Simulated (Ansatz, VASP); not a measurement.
**One calculation of Al2Cu, two programs**

INCAR

```
  PREC = Accurate
  ENCUT = 520
  EDIFF = 1E-7
  ISMEAR = 0
  SIGMA = 0.15
  LREAL = F
  LASPH = T
  NELM = 80
  ALGO = Fast
  ISIF = 2
  LWAVE = F
  LCHARG = F
  GGA = PS
  NBANDS = 36
```

The input KPOINTS:

```
regular mesh
0
Gamma
  13 13 5
```

POSCAR

```
Al2Cu
1.0
   -2.0246315446      2.0246315446     -2.8630136682
   -2.0246315446     -2.0246315446      2.8630136682
    0.0000000000      8.9149992101      6.3034109075
Al Cu
6 3
Direct
    0.0000096854     -0.0000096854      0.8326949479
    0.3333359747      0.6666640253      0.2270876111
    0.6666728301      0.3333271699      0.5298912795
    0.3333412577      0.6666587423      0.6812931137
    0.6666675470      0.3333324530      0.0756857769
    0.0000044024     -0.0000044024      0.3784894453
    0.6666754716      0.3333245284      0.7569940308
    0.0000017608     -0.0000017608      0.1513866940
    0.3333386162      0.6666613838      0.4541903624
```

Input for Ansatz:

```yaml
crystal:
  lattice:
    - [-2.0246315446, 2.0246315446, -2.8630136682]
    - [-2.0246315446, -2.0246315446, 2.8630136682]
    - [0.0, 8.9149992101, 6.3034109075]
  atoms:
    - { symbol: Al, position: [9.6854e-06, -9.6854e-06, 0.8326949479] }
    - { symbol: Al, position: [0.3333359747, 0.6666640253, 0.2270876111] }
    - { symbol: Al, position: [0.6666728301, 0.3333271699, 0.5298912795] }
    - { symbol: Al, position: [0.3333412577, 0.6666587423, 0.6812931137] }
    - { symbol: Al, position: [0.666667547, 0.333332453, 0.0756857769] }
    - { symbol: Al, position: [4.4024e-06, -4.4024e-06, 0.3784894453] }
    - { symbol: Cu, position: [0.6666754716, 0.3333245284, 0.7569940308] }
    - { symbol: Cu, position: [1.7608e-06, -1.7608e-06, 0.151386694] }
    - { symbol: Cu, position: [0.3333386162, 0.6666613838, 0.4541903624] }
basis:
  ecutwfc: 420
kpoints:
  mp_grid: { grid: [13, 13, 5] }
hamiltonian:
  xc: pbesol
scf:
  occupations: { method: gaussian, width: 0.15 }
output:
  forces: true
  stress: true
  eigenvalues: true
  write_density: true
  write_potential: true
  elf: true
  volumetric_format: npy
```

Alike in both runs: task single point; functional PBEsol; k mesh 13 × 13 × 5; occupations gaussian, width 0.15 eV; no spin polarisation.

|  | VASP | Ansatz |
| --- | --- | --- |
| version | VASP 6.6.1 | Ansatz 0.2.0 |
| potentials or method | VASP PAW PBE potentials, release 64 (Al, Cu), cutoff 520 eV | scalar-relativistic, plane waves, PAW |
| valence electrons in the cell | 51 | 75 |

Ansatz gave:

- gap on the k mesh at the Fermi level (eV): none
- pressure (GPa): -2.7
- traceless stress, the component that is largest in VASP (GPa): -2.21
- rms of the force components (eV/Å): 0.213

Which values does VASP return?

gap on the k mesh at the Fermi level (eV): none; pressure (GPa): -2.5; traceless stress, the component that is largest in VASP (GPa): -2.24; rms of the force components (eV/Å): 0.217.

VASP's potentials were made for PBE, not for PBEsol. Atom by atom the forces differ by 0.005 eV/Å (rms over components). A gap of «none» marks a metal or a gap that the smearing closes. The functional is the same, so the differences come from potentials, cutoffs and numerics. VASP's potentials hold 51 valence electrons a cell and Ansatz's 75, so a difference there can come from the potentials and not from the codes.
